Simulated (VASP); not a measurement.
Input of a VASP 6.6.1 run:

Contents of INCAR:

```
PREC = Accurate
ENCUT = 520
EDIFF = 1E-7
ISMEAR = 0
SIGMA = 0.1
LREAL = F
LASPH = T
NELM = 100
ALGO = Fast
ISIF = 2
LWAVE = F
LCHARG = F
GGA = PE
NBANDS = 26
```

The input KPOINTS:

```
regular mesh
0
Gamma
  6 6 2
```

Contents of POSCAR:

```
KSb5
1.0
    6.4754021204      0.0000000000      0.0000000000
   -3.2377010602      5.6078627360      0.0000000000
    0.0000000000      0.0000000000      9.7077611762
K Sb
1 5
Direct
    0.0000000000      0.0000000000      0.0000000000
    0.5000000000      0.0000000000      0.0000000000
    0.0000000000      0.5000000000      0.0000000000
    0.5000000000      0.5000000000      0.0000000000
    0.0000000000      0.0000000000      0.6289349592
    0.0000000000      0.0000000000      0.3710650408
```

Potentials or basis: VASP PAW PBE potentials, release 64 (K_sv, Sb).

Run with:

```console
$ cat potpaw_PBE.64/K_sv/POTCAR potpaw_PBE.64/Sb/POTCAR > POTCAR
$ mpirun -np 1 vasp_std > vasp.out
```

Question: Estimate the band gap on the k mesh.

Answer: Zero (bands 17 and 18 overlap by 0.69 eV).

Question: Predict the pressure.

Answer: 0.0 GPa.

Question: Predict the largest force.

Answer: 0.061 eV/Å.

Forces on the atoms (eV/Å):
```
K    0.000  0.000  0.000
Sb   0.000  0.000  0.000
Sb   0.000  0.000  0.000
Sb   0.000  0.000  0.000
Sb   0.000  0.000  0.061
Sb   0.000  0.000 -0.061
```

Caveat: spin-orbit coupling is left out, which moves the levels of the heavy elements.
